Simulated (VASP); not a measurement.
## MgO: single point with PBEsol

Crystal: MgO.

```xyz
4
Lattice="3.3516 0.0000 0.0000 -1.6758 2.9026 0.0000 0.0000 0.0000 4.0414" Properties=species:S:1:pos:R:3 pbc="T T T"
Mg    0.0000    1.9351   -0.1927
Mg    1.6758    0.9675    1.8280
O     0.0000    1.9351    1.8279
O     1.6758    0.9675    3.8486
```

```json
{
 "Program": "VASP 6.6.1",
 "Task": "single point",
 "Functional": "PBEsol",
 "Potentials or basis": "VASP PAW PBE potentials, release 64 (Mg, O)",
 "Cutoff": "520 eV",
 "k mesh": "6 × 6 × 4",
 "Occupations": "methfessel-paxton, width 0.02 eV",
 "Spin": "no spin polarisation"
}
```

The pressure is 19.9 GPa. The band gap on the k mesh is 3.89 eV, direct.

Stress tensor (GPa, compression positive):
```
19.99  0.00  0.00
 0.00 19.99  0.00
 0.00  0.00 19.84
```

Levels at points of the mesh, in eV from the valence-band top:
```
           k point  band 5  band 6  band 7  band 8  band 9  band 10  band 11  band 12
(0.00, 0.00, 0.00)   -1.99   -0.99   -0.99    0.00    3.89    10.29    12.95    13.22
(0.50, 0.00, 0.00)   -2.65   -2.20   -1.51   -0.62    7.17     9.94    10.17    13.22
(0.00, 0.00, 0.50)   -1.51   -1.51   -1.51   -1.51    6.95     6.95    13.57    13.57
(0.50, 0.00, 0.50)   -1.77   -1.77   -1.01   -1.01    7.56     7.56    13.18    13.18
```

Run time: 18 s on 1 thread of Intel(R) Xeon(R) Platinum 8259CL CPU @ 2.50GHz (Skylake/Cascade Lake), with other jobs on the host, peak memory 0.16 GiB.

Caveat: the PAW data sets were made with another functional, which shifts forces and pressure a little. Expect the measured gap to be larger: semilocal functionals such as PBEsol lack the derivative discontinuity.
